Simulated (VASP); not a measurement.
# NaCl (R3m) in VASP: settings compared

NaCl is run at these levels: PBE, r2SCAN; tasks: single point.

All numbers are computed with VASP 6.6.1; they aren't measurements. Logs are shortened: lines on timing, memory, paths and dates and some standing lists are left out, and cuts for length are marked.

### 1 The cell of the first run

It takes space group R3m (No. 160, trigonal). Conventional cell: a = 4.184 Å, b = 4.184 Å, c = 11.173 Å, α = 90.00°, β = 90.00°, γ = 120.00°. Within 3.5 Å of Na (site symmetry 3m) lie 4 Cl at 2.64 to 2.65 Å. Cl (site symmetry 3m) has 4 Na at 2.64 to 2.65 Å within 3.5 Å.

### 2 Single point, PBE (epitaxial 111 strain -4.2%)

INCAR reads:

```
  PREC = Accurate
  ENCUT = 520
  EDIFF = 1E-6
  ISMEAR = -1
  SIGMA = 0.02
  LREAL = False
  LASPH = True
  NELM = 100
  ALGO = Normal
  ISIF = 2
  LWAVE = False
  LCHARG = False
  GGA = PE
  NBANDS = 14
```

KPOINTS reads:

```
regular mesh
0
Gamma
  8 8 8
```

POSCAR reads:

```
NaCl
1.0
    0.1780253510      3.1362501264      3.1362501264
    3.1362501264      0.1780253510      3.1362501264
    3.1362501264      3.1362501264      0.1780253510
Na Cl
1 1
Direct
    0.0062441013      0.0062441013      0.0062441013
    0.2437558987      0.2437558987      0.2437558987
```

Potentials or basis: VASP PAW PBE potentials, release 64 (Na_pv, Cl).

The run is started by

```bash
> cat potpaw_PBE.64/Na_pv/POTCAR potpaw_PBE.64/Cl/POTCAR > POTCAR
> mpirun -np 1 vasp_std > vasp.out
```

OUTCAR:

```text
PREC = Accurate
   ENCUT = 520
   EDIFF = 1E-6
   ISMEAR = -1
   LREAL = False
   LASPH = True
   NELM = 100
   ISIF = 2
   GGA = PE

 ion  position               nearest neighbor table
   1  0.006  0.006  0.006-   2 2.64   2 2.64   2 2.64   2 2.65
   2  0.244  0.244  0.244-   1 2.64   1 2.64   1 2.64   1 2.65

  LATTYP: Found a trigonal (rhomboedric) cell.
 ALAT       =     4.4388988202
 COS(alpha) =     0.5558682222

  Lattice vectors:

 A1 = (   0.1780253510,   3.1362501264,   3.1362501264)
 A2 = (   3.1362501264,   0.1780253510,   3.1362501264)
 A3 = (   3.1362501264,   3.1362501264,   0.1780253510)

Analysis of symmetry for initial positions (statically):
=====================================================================
 Subroutine PRICEL returns:
 Original cell was already a primitive cell.

 Routine SETGRP: Setting up the symmetry group for a
 trigonal (rhombohedral) supercell.

 Subroutine GETGRP returns: Found  6 space group operations
 (whereof  6 operations were pure point group operations)
 out of a pool of 12 trial point group operations.

The static configuration has the point symmetry C_3v.

Analysis of symmetry for dynamics (positions and initial velocities):
=====================================================================
 Subroutine PRICEL returns:
 Original cell was already a primitive cell.

 Routine SETGRP: Setting up the symmetry group for a
 trigonal (rhombohedral) supercell.

 Subroutine GETGRP returns: Found  6 space group operations
 (whereof  6 operations were pure point group operations)
 out of a pool of 12 trial point group operations.

The dynamic configuration has the point symmetry C_3v.

 Subroutine INISYM returns: Found  6 space group operations
 (whereof  6 operations are pure point group operations),
 and found     1 'primitive' translations

----------------------------------------------------------------------------------------

                                     Primitive cell

  volume of cell :      56.4492

  direct lattice vectors                    reciprocal lattice vectors
     0.178025351  3.136250126  3.136250126    -0.173685007  0.164355567  0.164355567
     3.136250126  0.178025351  3.136250126     0.164355567 -0.173685007  0.164355567
     3.136250126  3.136250126  0.178025351     0.164355567  0.164355567 -0.173685007

  length of vectors
     4.438898820  4.438898820  4.438898820     0.290158554  0.290158554  0.290158554

  position of ions in fractional coordinates (direct lattice)
     0.006244101  0.006244101  0.006244101
     0.243755899  0.243755899  0.243755899

  ion indices of the primitive-cell ions
   primitive index   ion index
                 1           1
                 2           2

----------------------------------------------------------------------------------------

 KPOINTS: regular mesh

Automatic generation of k-mesh.
 Grid dimensions read from file:
 generate k-points for:    8    8    8

 Generating k-lattice:

  Cartesian coordinates                     Fractional coordinates (reciprocal lattice)
    -0.021710626  0.020544446  0.020544446     0.125000000 -0.000000000 -0.000000000
     0.020544446 -0.021710626  0.020544446    -0.000000000  0.125000000 -0.000000000
     0.020544446  0.020544446 -0.021710626    -0.000000000 -0.000000000  0.125000000

  Length of vectors
     0.036269819  0.036269819  0.036269819

  Shift w.r.t. Gamma in fractional coordinates (k-lattice)
     0.000000000  0.000000000  0.000000000

 Subroutine IBZKPT returns following result:
 ===========================================

 Found     65 irreducible k-points:

 Following reciprocal coordinates:
            Coordinates               Weight
  0.000000  0.000000  0.000000      1.000000
  0.125000 -0.000000  0.000000      6.000000
  0.250000 -0.000000  0.000000      6.000000
  0.375000  0.000000  0.000000      6.000000
  0.500000 -0.000000  0.000000      3.000000
  0.125000  0.125000 -0.000000      6.000000
[... 16 lines left out ...]
  0.250000  0.125000  0.125000      6.000000
  0.375000  0.125000  0.125000      6.000000
 [... further k-points ...]
   k-points           NKPTS =     65   k-points in BZ     NKDIM =     65   number of bands    NBANDS=     14
   number of dos      NEDOS =    301   number of ions     NIONS =      2
   total plane-waves  NPLWV =  46656
   dimension x,y,z NGX =    36 NGY =   36 NGZ =   36
   dimension x,y,z NGXF=    72 NGYF=   72 NGZF=   72
   ions per type =               1   1
   NGX,Y,Z   is equivalent  to a cutoff of  13.48, 13.48, 13.48 a.u.
   NGXF,Y,Z  is equivalent  to a cutoff of  26.97, 26.97, 26.97 a.u.
 SYSTEM =  unknown system
   PREC   = accura    normal or accurate (medium, high low for compatibility)
   ISTART =      0    job   : 0-new  1-cont  2-samecut
   ICHARG =      2    charge: 1-file 2-atom 10-const
   ISPIN  =      1    spin polarized calculation?
   LNONCOLLINEAR =      F non collinear calculations
   LSORBIT =      F    spin-orbit coupling
   LASPH  =      T    aspherical Exc in radial PAW
   ENCUT  =  520.0 eV  38.22 Ry    6.18 a.u.   8.25  8.25  8.25*2*pi/ulx,y,z
   NELM   =    100;   NELMIN=  2; NELMDL= -5     # of ELM steps
   EDIFF  = 0.1E-05   stopping-criterion for ELM
   LREAL  =      F    real-space projection
   EDIFFG = 0.1E-04   stopping-criterion for IOM
   NSW    =      0    number of steps for IOM
   IBRION =     -1    ionic relax: 0-MD 1-quasi-New 2-CG
   NFREE  =      0    steps in history (QN), initial steepest desc. (CG)
   ISIF   =      2    stress and relaxation
   ISYM   =      2    0-nonsym 1-usesym 2-fastsym
   POTIM  = 0.5000    time-step for ionic-motion
   TEBEG  =    0.0;   TEEND  =   0.0 temperature during run
   PSTRESS=    0.0 pullay stress
   NELECT =      14.0000    total number of electrons
   NUPDOWN=      -1.0000    fix difference up-down
   EMIN   =  10.00;   EMAX   =-10.00  energy-range for DOS
   EFERMI =   0.00;   METHOD = LEGACY
   ISMEAR =    -1;   SIGMA  =   0.02  broadening in eV -4-tet -1-fermi 0-gaus
   EFERMI_NEDOS =   21; number of points for ismear=-14 and -15
   IALGO  =     38    algorithm
   IMIX   =      4    mixing-type and parameters
     AMIX     =   0.40;   BMIX     =  1.00
     AMIX_MAG =   1.60;   BMIX_MAG =  1.00
  volume/ion in A,a.u.               =      28.22       190.47
  Fermi-wavevector in a.u.,A,eV,Ry     =   1.028565  1.943706 14.394226  1.057946
  Thomas-Fermi vector in A             =   2.162568
   LORBIT       =      0    0 simple, 1 ext, 2 COOP (PROOUT), +10 PAW based schemes
   GGA     = PE    functional components
   LHFCALC =     F    Hartree Fock is set to
   AEXX    =    0.0000 exact exchange contribution
   IVDW    =     0    specifies the selected vdW correction
   LEPSILON=     F    determine dielectric tensor
   LRPA    =     F    only Hartree local field effects (RPA)
 non-spin polarized calculation
  energy-cutoff  :      520.00
  volume of cell :       56.45
 maximum number of plane-waves:      1544
 NGX is ok and might be reduce to    36
   NGX = 17   NGY = 17   NGZ = 17

 number of electron      13.9999996 magnetization

 Free energy of the ion-electron system (eV)
  ---------------------------------------------------
  ext. energy  EPLUGINS =         0.00000000
  ---------------------------------------------------
  free energy    TOTEN  =        -6.61096384 eV

  energy without entropy =       -6.61096384  energy(sigma->0) =       -6.61096384

 E-fermi :  -1.6919     XC(G=0):  -7.0182

 val. band max:       -2.1201125209   @ k =   0.0000   0.0000   0.0000
 cond. band min:       2.7808902238   @ k =   0.0000   0.0000   0.0000
 fundamental gap:      4.9010027447
 Fermi energy:        -1.6918524228

 k-point     1 :       0.0000    0.0000    0.0000
  band No.  band energies     occupation
      1     -22.7611      2.00000
      2     -22.7611      2.00000
      3     -22.7505      2.00000
      4     -14.3818      2.00000
      5      -2.3739      2.00000
      6      -2.1201      2.00000
      7      -2.1201      2.00000
      8       2.7809      0.00000
      9       8.5080      0.00000
     10       9.4715      0.00000
     11       9.4715      0.00000
     12      10.9473      0.00000
     13      10.9473      0.00000
     14      13.0216      0.00000

 k-point     2 :       0.1250   -0.0000    0.0000
  band No.  band energies     occupation
      1     -22.7637      2.00000
      2     -22.7615      2.00000
      3     -22.7507      2.00000
      4     -14.3560      2.00000
      5      -2.4231      2.00000
      6      -2.3017      2.00000
      7      -2.1435      2.00000
      8       3.1626      0.00000
      9       8.6028      0.00000
     10       9.0666      0.00000
     11       9.5909      0.00000
     12      10.4174      0.00000
     13      10.6266      0.00000
     14      12.7330      0.00000

 k-point     3 :       0.2500   -0.0000    0.0000
  band No.  band energies     occupation
      1     -22.7700      2.00000
      2     -22.7624      2.00000
      3     -22.7514      2.00000
      4     -14.2931      2.00000
      5      -2.8176      2.00000
      6      -2.3812      2.00000
      7      -2.1986      2.00000
      8       4.0473      0.00000
      9       8.1125      0.00000
     10       8.6778      0.00000
     11       9.3419      0.00000
     12      10.3441      0.00000
     13      10.9747      0.00000
     14      11.9715      0.00000
[... 324 lines left out ...]
 k-point    23 :       0.2500    0.1250    0.1250
  band No.  band energies     occupation
      1     -22.7644      2.00000
      2     -22.7616      2.00000
      3     -22.7539      2.00000
      4     -14.3267      2.00000
      5      -2.7014      2.00000
      6      -2.2971      2.00000
      7      -2.1418      2.00000
      8       3.6680      0.00000
      9       8.0913      0.00000
     10       8.9788      0.00000
     11       9.8329      0.00000
     12       9.9578      0.00000
     13      10.9732      0.00000
     14      13.0263      0.00000

 k-point    24 :       0.3750    0.1250    0.1250
  band No.  band energies     occupation
      1     -22.7710      2.00000
      2     -22.7625      2.00000
      3     -22.7542      2.00000
      4     -14.2636      2.00000
      5      -2.9465      2.00000
      6      -2.4964      2.00000
      7      -2.1973      2.00000
      8       4.5717      0.00000
      9       7.8872      0.00000
     10       8.1098      0.00000
     11       9.3113      0.00000
     12      10.7085      0.00000
     13      11.5823      0.00000
     14      12.4920      0.00000

 [... further k-points ...]

------------------------ aborting loop because EDIFF is reached ----------------------------------------

  FORCE on cell =-STRESS in cart. coord.  units (eV):
  Direction    XX          YY          ZZ          XY          YZ          ZX
  --------------------------------------------------------------------------------------
  -------------------------------------------------------------------------------------
  Total        0.5088351      0.5088351      0.5088351     -0.1255159     -0.1255159     -0.1255159
  in kB       14.4420949     14.4420949     14.4420949     -3.5624741     -3.5624741     -3.5624741
  external PRESSURE =      14.4420949 kB  Pullay stress =       0.0000000 kB

 VOLUME and BASIS-vectors are now :
 -----------------------------------------------------------------------------
  energy-cutoff  :      520.00
  volume of cell :       56.45
      direct lattice vectors                 reciprocal lattice vectors
     0.178025351  3.136250126  3.136250126    -0.173685007  0.164355567  0.164355567
     3.136250126  0.178025351  3.136250126     0.164355567 -0.173685007  0.164355567
     3.136250126  3.136250126  0.178025351     0.164355567  0.164355567 -0.173685007

 POSITION                                       TOTAL-FORCE (eV/Angst)
 -----------------------------------------------------------------------------------
      0.04028      0.04028      0.04028         0.004348      0.004348      0.004348
      1.57235      1.57235      1.57235        -0.004348     -0.004348     -0.004348
 -----------------------------------------------------------------------------------
    total drift:                               -0.000044     -0.000044     -0.000044

  FREE ENERGIE OF THE ION-ELECTRON SYSTEM (eV)
  ---------------------------------------------------
  free  energy   TOTEN  =        -6.6109638359 eV

  energy  without entropy=       -6.6109638359  energy(sigma->0) =       -6.61096384
```

It took 79 s on 1 thread of Intel Xeon 8259CL, shared host; peak memory 0.22 GiB.

Results:

- Free energy: -6.6110 eV
- Pressure: 1.4 GPa
- Largest force: 0.008 eV/Å
- Band gap on the k mesh: 4.90 eV

Forces in eV/Å, atoms in the order of the input:
```
Na   0.004  0.004  0.004
Cl  -0.004 -0.004 -0.004
```

Levels at points of the mesh, in eV from the valence-band top:
| k point | band 4 | band 5 | band 6 | band 7 | band 8 | band 9 | band 10 | band 11 |
| --- | --- | --- | --- | --- | --- | --- | --- | --- |
| (0.00, 0.00, 0.00) | -12.26 | -0.25 | 0.00 | 0.00 | 4.90 | 10.63 | 11.59 | 11.59 |
| (0.50, 0.00, 0.00) | -12.08 | -1.21 | -0.29 | -0.15 | 7.58 | 9.07 | 10.24 | 10.88 |
| (0.50, 0.50, 0.00) | -12.04 | -1.13 | -0.52 | -0.30 | 6.94 | 9.06 | 10.78 | 13.14 |
| (0.50, 0.50, 0.50) | -12.12 | -1.29 | -0.06 | -0.06 | 7.63 | 8.61 | 11.04 | 11.04 |

Caveat: the cell differs from its parent crystal (epitaxial 111 strain -4.2%). A k mesh can miss the band edges.

### 3 Single point, r2SCAN (epitaxial 111 strain -4.2%)

POSCAR is that of step 2.

INCAR.step1 reads:

```
SYSTEM = NaCl
  ALGO = Normal
  EDIFF = 1E-4
  ENCUT = 520
  GGA = PE
  ISMEAR = 0
  LASPH = .TRUE.
  LCHARG = .FALSE.
  LREAL = .FALSE.
  LWAVE = .TRUE.
  NBANDS = 14
  NELM = 60
  PREC = Accurate
  SIGMA = 0.01
```

INCAR.step2 reads:

```
SYSTEM = NaCl
  ALGO = Normal
  EDIFF = 1E-6
  ENCUT = 520
  ISIF = 2
  ISMEAR = 0
  ISTART = 1
  LASPH = .TRUE.
  LCHARG = .FALSE.
  LMIXTAU = .TRUE.
  LREAL = .FALSE.
  LWAVE = .FALSE.
  METAGGA = R2SCAN
  NBANDS = 14
  NELM = 60
  PREC = Accurate
  SIGMA = 0.01
```

KPOINTS reads:

```
k-points
0
G
  8 8 8
  0 0 0
```

Potentials or basis: VASP PAW PBE potentials, release 64 (Na_pv, Cl).

The run is started by

```bash
> cat potpaw_PBE.64/Na_pv/POTCAR potpaw_PBE.64/Cl/POTCAR > POTCAR
> cp INCAR.step1 INCAR
> mpirun -np 1 vasp_std > vasp.out
> cp INCAR.step2 INCAR
> mpirun -np 1 vasp_std > vasp.out
```

It took 4.8 min on 1 thread of Intel Xeon 8259CL, shared host; peak memory 0.23 GiB.

It converged, with:

```
Free energy            : -13.5464 eV
Pressure               : 0.6 GPa
Band gap on the k mesh : 5.52 eV
```

Stress tensor (GPa, compression positive):
```
 0.57 -0.37 -0.37
-0.37  0.57 -0.37
-0.37 -0.37  0.57
```

Levels at points of the mesh, in eV from the valence-band top:
| k point | band 5 | band 6 | band 7 | band 8 | band 9 | band 10 |
| --- | --- | --- | --- | --- | --- | --- |
| (0.00, 0.00, 0.00) | -0.26 | 0.00 | 0.00 | 5.52 | 11.43 | 12.45 |
| (0.50, 0.00, 0.00) | -1.20 | -0.30 | -0.15 | 8.33 | 9.61 | 10.91 |
| (0.50, 0.50, 0.00) | -1.11 | -0.52 | -0.30 | 7.38 | 9.77 | 11.77 |
| (0.50, 0.50, 0.50) | -1.27 | -0.05 | -0.05 | 8.38 | 9.18 | 11.75 |

Caveat: the cell differs from its parent crystal (epitaxial 111 strain -4.2%); the PAW data sets were made with another functional, which shifts forces and pressure a little. A k mesh can miss the band edges.
